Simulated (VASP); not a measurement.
## SiW3: single point with PBE

SiW3:

```
Si W
1.0
    -2.60377    2.60377    2.60377
     2.60377   -2.60377    2.60377
     2.60377    2.60377   -2.60377
Si W
1 3
Direct
  0.00000 0.00000 0.00000
  0.48080 0.48080 0.00000
  0.50000 0.00000 0.50000
  0.00000 0.50000 0.50000
```

This cell differs from its parent crystal: atom 2 (W) moved -0.100 Å along Cartesian [0 0 1].

```yaml
Program: VASP 6.6.1
Task: single point
Functional: PBE
Potentials_or_basis: VASP PAW PBE potentials, release 64 (Si, W_sv)
Cutoff: 520 eV
k_mesh: 14 × 14 × 14
Occupations: gaussian, width 0.15 eV
Spin: no spin polarisation
Dipole_correction: no
Further_INCAR_settings: ALGO = Fast; EDIFF = 1e-07; NBANDS = 31
```

- Pressure: 0.6 GPa
- Largest force: 0.839 eV/Å
- Band gap on the k mesh: zero (band 23 reaches 10.35 eV, above the bottom of band 24 at 8.76 eV)

Forces on the atoms (eV/Å):
```
Si   0.000  0.000 -0.839
W    0.000  0.000 -0.186
W    0.000  0.000  0.513
W    0.000  0.000  0.513
```

Stress tensor (GPa, compression positive):
```
0.07 0.00 0.00
0.00 0.07 0.00
0.00 0.00 1.73
```

Levels at points of the mesh, in eV from the Fermi level:
| k point | band 19 | band 20 | band 21 | band 22 | band 23 | band 24 | band 25 | band 26 | band 27 | band 28 |
| --- | --- | --- | --- | --- | --- | --- | --- | --- | --- | --- |
| (0.00, 0.00, 0.00) | -3.76 | -0.37 | -0.37 | -0.34 | 0.42 | 0.43 | 1.95 | 1.96 | 1.96 | 3.73 |
| (0.50, 0.00, 0.00) | -1.79 | -1.72 | -1.13 | -0.62 | -0.40 | -0.19 | -0.18 | 0.83 | 1.80 | 1.83 |
| (0.00, 0.00, 0.50) | -1.88 | -1.71 | -1.00 | -0.73 | -0.37 | -0.30 | 0.09 | 0.79 | 1.56 | 1.78 |
| (0.50, 0.50, 0.50) | -2.98 | -2.73 | -2.72 | -2.72 | 0.00 | 0.01 | 1.15 | 1.15 | 1.15 | 3.50 |

Run time: 8.7 min on 1 thread of Intel Xeon 6975P-C (shared host), peak memory 0.53 GiB.

Caveat: the cell differs from its parent crystal (atom 2 (W) moved -0.100 Å along Cartesian [0 0 1]); spin-orbit coupling is left out, which moves the levels of the heavy elements.
